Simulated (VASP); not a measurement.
# AlN (Fm-3m) in VASP: single point with slater exchange, lda correlation

Aim: the single point of AlN with slater exchange, lda correlation.

Program: VASP 6.6.1. These are calculated values, not measurements. Logs are shortened: lines on timing, memory, paths and dates and some standing lists are left out, and cuts for length are marked.

## Step 1: The cell of the first run

The structure is cubic, space group Fm-3m (No. 225). Conventional cell: a = 3.938 Å, b = 3.938 Å, c = 3.938 Å, α = 90.00°, β = 90.00°, γ = 90.00°. Within 2.6 Å of Al (site symmetry m-3m) lie 6 N at 1.97 Å. Within 2.6 Å of N (site symmetry m-3m) lie 6 Al at 1.97 Å.

## Step 2: Single point, slater exchange, lda correlation

File POSCAR:

```
AlN
1.0
    0.0000000000      1.9690000000      1.9690000000
    1.9690000000      0.0000000000      1.9690000000
    1.9690000000      1.9690000000      0.0000000000
Al N
1 1
Direct
    0.0000000000      0.0000000000      0.0000000000
    0.5000000000      0.5000000000      0.5000000000
```

File INCAR.step1:

```
PREC = Accurate ; ENCUT = 520
EDIFF = 1E-6 ; ISMEAR = 0
SIGMA = 0.01 ; LREAL = F
LASPH = T ; NELM = 120
ALGO = Normal ; ISIF = 2
LWAVE = F ; LCHARG = T
GGA = LIBXC ; LIBXC1 = LDA_X
LIBXC2 = LDA_C_PW ; NBANDS = 11
GGA_COMPAT = F ; NEDOS = 2001
LORBIT = 11
```

File KPOINTS.step1:

```
Automatic mesh
0
Gamma
  7 7 7
```

File INCAR.step2:

```
PREC = Accurate ; ENCUT = 520
EDIFF = 1E-6 ; ISMEAR = -5
SIGMA = 0.01 ; LREAL = F
LASPH = T ; NELM = 120
ALGO = Normal ; ISIF = 2
LWAVE = F ; LCHARG = F
GGA = LIBXC ; LIBXC1 = LDA_X
LIBXC2 = LDA_C_PW ; LORBIT = 11
NBANDS = 11 ; NEDOS = 1001
ICHARG = 11 ; GGA_COMPAT = F
```

File KPOINTS.step2:

```
Automatic mesh
0
Gamma
  11 11 11
```

Potentials or basis: VASP PAW PBE potentials, release 64 (Al, N).

Started as:

```console
$ cat potpaw_PBE.64/Al/POTCAR potpaw_PBE.64/N/POTCAR > POTCAR
$ cp INCAR.step1 INCAR
$ cp KPOINTS.step1 KPOINTS
$ mpirun -np 1 vasp_std > vasp.out
$ cp INCAR.step2 INCAR
$ cp KPOINTS.step2 KPOINTS
$ mpirun -np 1 vasp_std > vasp.out
```

OUTCAR:

```text
PREC = Accurate
   ENCUT = 520
   EDIFF = 1E-6
   ISMEAR = -5
   LREAL = F
   LASPH = T
   NELM = 120
   ISIF = 2
   GGA = LIBXC
   LORBIT = 11
   ICHARG = 11

 ion  position               nearest neighbor table
   1  0.000  0.000  0.000-   2 1.97   2 1.97   2 1.97   2 1.97   2 1.97   2 1.97
   2  0.500  0.500  0.500-   1 1.97   1 1.97   1 1.97   1 1.97   1 1.97   1 1.97

  LATTYP: Found a face centered cubic cell.
 ALAT       =     3.9380000000

  Lattice vectors:

 A1 = (   0.0000000000,   1.9690000000,   1.9690000000)
 A2 = (   1.9690000000,   0.0000000000,   1.9690000000)
 A3 = (   1.9690000000,   1.9690000000,   0.0000000000)

Analysis of symmetry for initial positions (statically):
=====================================================================
 Subroutine PRICEL returns:
 Original cell was already a primitive cell.

 Routine SETGRP: Setting up the symmetry group for a
 face centered cubic supercell.

 Subroutine GETGRP returns: Found 48 space group operations
 (whereof 48 operations were pure point group operations)
 out of a pool of 48 trial point group operations.

The static configuration has the point symmetry O_h .

Analysis of symmetry for dynamics (positions and initial velocities):
=====================================================================
 Subroutine PRICEL returns:
 Original cell was already a primitive cell.

 Routine SETGRP: Setting up the symmetry group for a
 face centered cubic supercell.

 Subroutine GETGRP returns: Found 48 space group operations
 (whereof 48 operations were pure point group operations)
 out of a pool of 48 trial point group operations.

The dynamic configuration has the point symmetry O_h .

 Subroutine INISYM returns: Found 48 space group operations
 (whereof 48 operations are pure point group operations),
 and found     1 'primitive' translations

----------------------------------------------------------------------------------------

                                     Primitive cell

  volume of cell :      15.2675

  direct lattice vectors                    reciprocal lattice vectors
     0.000000000  1.969000000  1.969000000    -0.253936008  0.253936008  0.253936008
     1.969000000  0.000000000  1.969000000     0.253936008 -0.253936008  0.253936008
     1.969000000  1.969000000  0.000000000     0.253936008  0.253936008 -0.253936008

  length of vectors
     2.784586504  2.784586504  2.784586504     0.439830068  0.439830068  0.439830068

[... 97 lines left out ...]
   ISMEAR =    -5;   SIGMA  =   0.01  broadening in eV -4-tet -1-fermi 0-gaus
   EFERMI_NEDOS =   21; number of points for ismear=-14 and -15
   IALGO  =     38    algorithm
   IMIX   =      4    mixing-type and parameters
     AMIX     =   0.40;   BMIX     =  1.00
     AMIX_MAG =   1.60;   BMIX_MAG =  1.00
  volume/ion in A,a.u.               =       7.63        51.51
  Fermi-wavevector in a.u.,A,eV,Ry     =   1.319823  2.494104 23.700443  1.741933
  Thomas-Fermi vector in A             =   2.449694
   LORBIT       =     11    0 simple, 1 ext, 2 COOP (PROOUT), +10 PAW based schemes
   GGA     = LIBXC    functional components
   LHFCALC =     F    Hartree Fock is set to
   AEXX    =    0.0000 exact exchange contribution
   IVDW    =     0    specifies the selected vdW correction
   LEPSILON=     F    determine dielectric tensor
   LRPA    =     F    only Hartree local field effects (RPA)
 non-spin polarized calculation
 Fermi weights with tetrahedron method with Bloechl corrections
  energy-cutoff  :      520.00
  volume of cell :       15.27
 maximum number of plane-waves:       420
 NGX is ok and might be reduce to    24

 number of electron       8.0000000 magnetization

 Free energy of the ion-electron system (eV)
  ---------------------------------------------------
  ext. energy  EPLUGINS =         0.00000000
  ---------------------------------------------------
  free energy    TOTEN  =       -16.16841569 eV

  energy without entropy =      -16.16841569  energy(sigma->0) =      -16.16841569

 E-fermi :  10.7942     XC(G=0): -12.9351

 val. band max:       10.7538263006   @ k =   0.0000   0.0000   0.0000
 cond. band min:      15.9053892741   @ k =   0.4545   0.4545   0.0000
 fundamental gap:      5.1515629735
 Fermi energy:        10.7941889037

 k-point     1 :       0.0000    0.0000    0.0000
  band No.  band energies     occupation
      1      -7.4029      2.00000
      2      10.7538      2.00000
      3      10.7538      2.00000
      4      10.7538      2.00000
      5      17.7150      0.00000
      6      23.0784      0.00000
      7      23.0784      0.00000
      8      23.0784      0.00000
      9      28.4634      0.00000
     10      29.0720      0.00000
     11      29.0731      0.00000
[... 309 lines left out ...]
 k-point    24 :      -0.1818    0.1818    0.0000
  band No.  band energies     occupation
      1      -5.5443      2.00000
      2       6.1359      2.00000
      3       8.0084      2.00000
      4      10.1102      2.00000
      5      20.1171      0.00000
      6      20.8949      0.00000
      7      22.6905      0.00000
      8      24.0738      0.00000
      9      25.5816      0.00000
     10      30.0613      0.00000
     11      31.9995      0.00000

 [... further k-points ...]

------------------------ aborting loop because EDIFF is reached ----------------------------------------

  FORCE on cell =-STRESS in cart. coord.  units (eV):
  Direction    XX          YY          ZZ          XY          YZ          ZX
  --------------------------------------------------------------------------------------
  -------------------------------------------------------------------------------------
  Total        1.7314855      1.7314855      1.7314855     -0.0000000      0.0000000      0.0000000
  in kB      181.7030813    181.7030813    181.7030813     -0.0000000      0.0000000      0.0000000
  external PRESSURE =     181.7030813 kB  Pullay stress =       0.0000000 kB

 VOLUME and BASIS-vectors are now :
 -----------------------------------------------------------------------------
  energy-cutoff  :      520.00
  volume of cell :       15.27
      direct lattice vectors                 reciprocal lattice vectors
     0.000000000  1.969000000  1.969000000    -0.253936008  0.253936008  0.253936008
     1.969000000  0.000000000  1.969000000     0.253936008 -0.253936008  0.253936008
     1.969000000  1.969000000  0.000000000     0.253936008  0.253936008 -0.253936008

 POSITION                                       TOTAL-FORCE (eV/Angst)
 -----------------------------------------------------------------------------------
      0.00000      0.00000      0.00000        -0.000000      0.000000     -0.000000
      1.96900      1.96900      1.96900         0.000000     -0.000000      0.000000
 -----------------------------------------------------------------------------------
    total drift:                                0.000000     -0.000000      0.000000

  FREE ENERGIE OF THE ION-ELECTRON SYSTEM (eV)
  ---------------------------------------------------
  free  energy   TOTEN  =       -16.1684156920 eV

  energy  without entropy=      -16.1684156920  energy(sigma->0) =      -16.16841569

 total charge

# of ion       s       p       d       tot
------------------------------------------
    1        0.326   0.452   0.000   0.777
    2        1.207   2.718   0.000   3.926
--------------------------------------------------
tot          1.533   3.170   0.000   4.703
```

OUTCAR.step1:

```text
PREC = Accurate
   ENCUT = 520
   EDIFF = 1E-6
   ISMEAR = 0
   LREAL = F
   LASPH = T
[... 499 lines left out ...]
    total drift:                               -0.000000     -0.000000      0.000000

  FREE ENERGIE OF THE ION-ELECTRON SYSTEM (eV)
  ---------------------------------------------------
  free  energy   TOTEN  =       -16.1669831647 eV

  energy  without entropy=      -16.1669831647  energy(sigma->0) =      -16.16698316

 total charge

# of ion       s       p       d       tot
------------------------------------------
    1        0.325   0.452   0.000   0.777
    2        1.207   2.719   0.000   3.926
--------------------------------------------------
tot          1.533   3.171   0.000   4.703
```

Run time: 19 s. Hardware: 1 thread of Intel Xeon 8259CL, shared host; peak memory 0.13 GiB.

Results:

```
Valence electrons inside the program's atomic spheres : Al 0.78; N 3.93
```

Levels at points of the mesh, in eV from the valence-band top:
| k point | band 1 | band 2 | band 3 | band 4 | band 5 | band 6 | band 7 | band 8 |
| --- | --- | --- | --- | --- | --- | --- | --- | --- |
| (0.00, 0.00, 0.00) | -18.16 | 0.00 | 0.00 | 0.00 | 6.96 | 12.32 | 12.32 | 12.32 |

Caveat: the PAW data sets were made with another functional, which shifts forces and pressure a little.
